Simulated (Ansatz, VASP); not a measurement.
## Be3H in VASP and in Ansatz

INCAR

```
PREC     = Accurate       # precision mode
ENCUT    = 600            # plane-wave cutoff, eV
EDIFF    = 1E-6           # SCF threshold, eV
ISMEAR   = 0              # smearing method
SIGMA    = 0.1            # smearing width, eV
LREAL    = False          # projectors in reciprocal space
LASPH    = True           # aspherical terms in the spheres
NELM     = 60             # most SCF steps
ALGO     = Normal         # electronic algorithm
ISIF     = 3              # what is computed and relaxed
LWAVE    = False          # write WAVECAR
LCHARG   = False          # write CHGCAR
GGA      = PE             # functional
IBRION   = 2              # ionic algorithm
NSW      = 100            # ionic steps
EDIFFG   = -0.01          # ionic threshold
```

The input KPOINTS:

```
Automatic mesh
0
Gamma
  12 12 10
```

The input POSCAR:

```
Be3H
1.0
    4.3040162515      0.0000000000      0.0000000000
   -2.1520081257      3.7273874121      0.0000000000
    0.0000000000      0.0000000000      3.5861576761
Be H
6 2
Direct
    0.0421390909      0.3353802435      0.2585069049
    0.6646197565      0.7067588474      0.2585069049
    0.2932411526      0.9578609091      0.2585069049
    0.7067588474      0.0421390909      0.7414930951
    0.3353802435      0.2932411526      0.7414930951
    0.9578609091      0.6646197565      0.7414930951
    0.3333333333      0.6666666667      0.0307717431
    0.6666666667      0.3333333333      0.9692282569
```

Input for Ansatz:

```yaml
crystal:
  lattice:
    - [4.3040162515, 0.0, 0.0]
    - [-2.1520081257, 3.7273874121, 0.0]
    - [0.0, 0.0, 3.5861576761]
  atoms:
    - { symbol: Be, position: [0.0421390909, 0.3353802435, 0.2585069049] }
    - { symbol: Be, position: [0.6646197565, 0.7067588474, 0.2585069049] }
    - { symbol: Be, position: [0.2932411526, 0.9578609091, 0.2585069049] }
    - { symbol: Be, position: [0.7067588474, 0.0421390909, 0.7414930951] }
    - { symbol: Be, position: [0.3353802435, 0.2932411526, 0.7414930951] }
    - { symbol: Be, position: [0.9578609091, 0.6646197565, 0.7414930951] }
    - { symbol: H, position: [0.3333333333, 0.6666666667, 0.0307717431] }
    - { symbol: H, position: [0.6666666667, 0.3333333333, 0.9692282569] }
basis:
  ecutwfc: 420
kpoints:
  mp_grid: { grid: [12, 12, 10] }
hamiltonian:
  xc: pbe
scf:
  occupations: { method: gaussian, width: 0.1 }
output:
  forces: true
  stress: true
  eigenvalues: true
relax:
  adjacent_minimum: "off"
  f_tol: 0.01
  max_steps: 80
  cell: { stress_tol: 0.05 }
```

Alike in both runs: task relaxation of cell and atoms; functional PBE; k mesh 12 × 12 × 10; occupations gaussian, width 0.1 eV; no spin polarisation.

|  | VASP | Ansatz |
| --- | --- | --- |
| version | VASP 6.6.1 | Ansatz 0.2.0 |
| potentials or method | VASP PAW PBE potentials, release 64 (Be, H), cutoff 600 eV | scalar-relativistic, plane waves, PAW |
| valence electrons in the cell | 14 | 14 |

```tsv
	VASP	Ansatz	Ansatz less VASP
gap on the k mesh at the Fermi level, each at its own relaxed structure (eV)	none	none	-
relaxed volume (Å³/atom)	7.23	7.24	+0.018
relaxed cell length with the largest relative difference (Å)	4.321	4.325	+0.0042
```

A gap of «none» marks a metal or a gap that the smearing closes.
